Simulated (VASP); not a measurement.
Wanted: the native input for a VASP 6.6.1 run.

```yaml
Task: single point
Functional: PBE
Potentials_or_basis: VASP PAW PBE potentials, release 64 (Zn, O)
Cutoff: 520 eV
k_mesh: 12 × 12 × 6
Occupations: gaussian, width 0.05 eV
Spin: no spin polarisation
Dipole_correction: no
Further_INCAR_settings: ALGO = Normal; EDIFF = 1e-06; NBANDS = 26
```

The structure of ZnO lies in POSCAR:

```
ZnO
1.0
    3.4106543340      0.0000000000      0.0000000000
   -1.7053271670      2.9537132968      0.0000000000
    0.0000000000      0.0000000000      5.0814052441
Zn O
2 2
Direct
    0.3333333333      0.6666666667      0.0015026881
    0.6666666667      0.3333333333      0.5015026881
    0.3333333333      0.6666666667      0.3805973119
    0.6666666667      0.3333333333      0.8805973119
```

This cell differs from its parent crystal: strain +0.040 along x and y, -0.040 along z.

These files were run (other wordings do the same):

INCAR

```
SYSTEM = ZnO
PREC = Accurate
ENCUT = 520
EDIFF = 1E-6
ISMEAR = 0
SIGMA = 0.05
LREAL = .False.
LASPH = .True.
NELM = 80
ALGO = Normal
ISIF = 2
LWAVE = .False.
LCHARG = .False.
GGA = PE
NBANDS = 26
```

KPOINTS

```
regular mesh
0
Gamma
  12 12 6
  0 0 0
```

Potentials or basis: VASP PAW PBE potentials, release 64 (Zn, O).

The run is started by

```console
$ cat potpaw_PBE.64/Zn/POTCAR potpaw_PBE.64/O/POTCAR > POTCAR
$ mpirun -np 1 vasp_std > vasp.out
```

Results of the run:

```
Pressure               : -2.6 GPa
Largest force          : 0.694 eV/Å
Band gap on the k mesh : 0.68 eV
```

Caveat: the cell differs from its parent crystal (strain +0.040 along x and y, -0.040 along z); the stress differs along the axes, from -8 to 8 GPa; semilocal functionals underestimate gaps, and a narrow one can read as zero.

Run time: 74 s on 1 thread of Intel(R) Xeon(R) Platinum 8259CL CPU @ 2.50GHz (Skylake/Cascade Lake) (shared host), peak memory 0.22 GiB.
